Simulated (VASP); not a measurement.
Input of a VASP 6.6.1 run:

File INCAR:

```
PREC = Accurate
ENCUT = 560
EDIFF = 1E-6
ISMEAR = -1
SIGMA = 0.1
LREAL = F
LASPH = T
NELM = 120
ALGO = Normal
ISIF = 2
LWAVE = F
LCHARG = F
GGA = B5
ALDAX = 1.0
AGGAX = 1.0
AGGAC = 1.0
ALDAC = 0.0
NBANDS = 14
GGA_COMPAT = F
```

Contents of KPOINTS:

```
regular mesh
0
Gamma
  16 16 16
```

Contents of POSCAR:

```
Os
1.0
    0.0000000000      1.9303277222      1.9303277222
    1.9303277222      0.0000000000      1.9303277222
    1.9303277222      1.9303277222      0.0000000000
Os
1
Direct
    0.0000000000      0.0000000000      0.0000000000
```

Potentials or basis: VASP PAW PBE potentials, release 64 (Os_sv_GW).

Launch:

```bash
$ cat potpaw_PBE.64/Os_sv_GW/POTCAR > POTCAR
$ mpirun -np 1 vasp_std > vasp.out
```

**Question.** Estimate the pressure.

**Answer.** 15.2 GPa.

**Question.** Predict the band gap on the k mesh.

**Answer.** Zero (bands 8 and 9 overlap by 4.20 eV).

Caveat: the cell stands under pressure; the PAW data sets were made with another functional, which shifts forces and pressure a little; spin-orbit coupling is left out, which moves the levels of the heavy elements.
